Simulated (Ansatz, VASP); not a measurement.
This is a calculation of Ga for Ansatz 0.2.0.

input.yaml

```yaml
crystal:
  lattice:
    - [2.766, 0.0, 0.0]
    - [0.11745, 3.32993, 0.0]
    - [0.0, 0.0, 24.969614]
  atoms:
    - { symbol: Ga, position: [0.5, 0.25, 0.3003650757] }
    - { symbol: Ga, position: [0.0, 0.75, 0.3771229303] }
    - { symbol: Ga, position: [0.0, 0.25, 0.4616210727] }
    - { symbol: Ga, position: [0.5, 0.75, 0.5383789273] }
    - { symbol: Ga, position: [0.5, 0.25, 0.6228770697] }
    - { symbol: Ga, position: [0.0, 0.75, 0.6996349243] }
hamiltonian:
  xc: pbe
  pseudopotentials: { kind: paw }
kpoints:
  mp_grid: { grid: [10, 8, 1] }
scf:
  occupations: { method: fermi_dirac, width: 0.05 }
output:
  forces: true
  eigenvalues: true
efield:
  axis: 3
  dipole_correction: true
  ramp_width: 0.04
```

Potentials or basis: Ansatz PAW.

The run is started by

```bash
$ ansatz run input.yaml --threads 4 --pin off --max-ram 11264MiB --backend cpu --events-out ev --progress --plain --runs-dir out
```

Question: Set up the same calculation for VASP 6.6.1. Potentials there: VASP PAW PBE potentials, release 64 (Ga_d).

Answer: As run (the cutoff follows the program's own potentials):

The input INCAR:

```
SYSTEM = Ga
PREC = Accurate
ENCUT = 520
EDIFF = 1E-7
ISMEAR = -1
SIGMA = 0.05
LREAL = .FALSE.
LASPH = .TRUE.
NELM = 100
ALGO = Normal
ISIF = 2
LWAVE = .FALSE.
LCHARG = .FALSE.
LDIPOL = .TRUE.
IDIPOL = 3
DIPOL = 0.5 0.5 0.500
GGA = PE
NBANDS = 48
```

The input KPOINTS:

```
Automatic mesh
0
G
  10 8 1
  0 0 0
```

POSCAR

```
Ga
1.0
    2.7660000000      0.0000000000      0.0000000000
    0.1174500000      3.3299300000      0.0000000000
    0.0000000000      0.0000000000     24.9696140000
Ga
6
Direct
    0.5000000000      0.2500000000      0.3003650757
    0.0000000000      0.7500000000      0.3771229303
    0.0000000000      0.2500000000      0.4616210727
    0.5000000000      0.7500000000      0.5383789273
    0.5000000000      0.2500000000      0.6228770697
    0.0000000000      0.7500000000      0.6996349243
```

Potentials or basis: VASP PAW PBE potentials, release 64 (Ga_d).

Run with:

```sh
$ cat potpaw_PBE.64/Ga_d/POTCAR > POTCAR
$ mpirun -np 1 vasp_std > vasp.out
```

Both were run:

|  | VASP | Ansatz | Ansatz less VASP |
| --- | --- | --- | --- |
| gap on the k mesh at the Fermi level (eV) | none | none | - |
| rms of the force components (eV/Å) | 0.089 | 0.087 | -0.0021 |

Atom by atom the forces differ by 0.002 eV/Å (rms over components). A gap of «none» marks a metal or a gap that the smearing closes.
